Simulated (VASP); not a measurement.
A run of VASP 6.6.1 is set up as follows.

The input INCAR:

```
  ALGO = Normal
  EDIFF = 1E-6
  ENCUT = 600
  GGA = PS
  GGA_COMPAT = F
  ISIF = 2
  ISMEAR = 0
  LASPH = T
  LCHARG = F
  LREAL = F
  LWAVE = F
  NBANDS = 25
  NELM = 120
  PREC = Accurate
  SIGMA = 0.01
```

The input KPOINTS:

```
k-points
0
Gamma
  6 6 4
```

POSCAR

```
CdH2O2
1.0
    3.5844753464      0.0000000000      0.0000000000
   -1.7922376732      3.1042467102      0.0000000000
    0.0000000000      0.0000000000      4.7340412183
Cd H O
1 2 2
Direct
    0.0000000000      0.0000000000      0.0000000000
    0.6666666667      0.3333333333      0.5509607200
    0.3333333333      0.6666666667      0.4490392800
    0.6666666667      0.3333333333      0.7593720000
    0.3333333333      0.6666666667      0.2406280000
```

Potentials or basis: VASP PAW PBE potentials, release 64 (Cd_sv_GW, H, O).

Run with:

```sh
$ cat potpaw_PBE.64/Cd_sv_GW/POTCAR potpaw_PBE.64/H/POTCAR potpaw_PBE.64/O/POTCAR > POTCAR
$ mpirun -np 1 vasp_std > vasp.out
```

(1) Estimate the largest force.

(2) Predict the pressure.

(3) Predict the band gap on the k mesh.

Answers

(1) 0.269 eV/Å.

(2) -6.7 GPa.

(3) 1.46 eV (least direct gap 1.79 eV).

Caveat: the cell stands under tension; the PAW data sets were made with another functional, which shifts forces and pressure a little.
